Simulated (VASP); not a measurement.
The system is B2P.

```xyz
3
Lattice="1.5151 0.8748 3.9249 -1.5151 0.8748 3.9249 0.0000 -1.7495 3.9249" Properties=species:S:1:pos:R:3 pbc="T T T"
B     0.0000    0.0000    5.0553
B     0.0000    0.0000    6.7193
P     0.0000    0.0000    0.0000
```

Base run:

| Property | Result |
| --- | --- |
| Program | VASP 6.6.1 |
| Functional | RPBE |
| Potentials or basis | VASP PAW PBE potentials, release 64 (B, P) |
| Cutoff | 520 eV |
| k mesh | 10 × 10 × 10 |
| Occupations | fermi-dirac, width 0.05 eV |
| Spin | no spin polarisation |

Its results: band gap on the k mesh zero (an odd number of electrons rules out a gap without spin polarisation); pressure 2.0 GPa; largest force 0.009 eV/Å.

**Question.** After a change of settings the same cell gave: band gap on the k mesh zero (an odd number of electrons rules out a gap without spin polarisation); pressure 1.4 GPa; largest force 0.023 eV/Å. Which change was it?
A. functional from RPBE to BLYP; further incar settings from ALGO = Normal; EDIFF = 1e-06; NBANDS = 12 to ALGO = Normal; EDIFF = 1e-07; NBANDS = 12
B. functional from RPBE to PBE-based screened hybrid with 25 % exact exchange; k mesh from 10 × 10 × 10 to 5 × 5 × 5
C. functional from RPBE to PBEsol; further incar settings from ALGO = Normal; EDIFF = 1e-06; NBANDS = 12 to ALGO = Normal; EDIFF = 1e-07; NBANDS = 12
D. functional from RPBE to revPBE

**Answer.** D.

Caveats: the PAW data sets were made with another functional, which shifts forces and pressure a little.
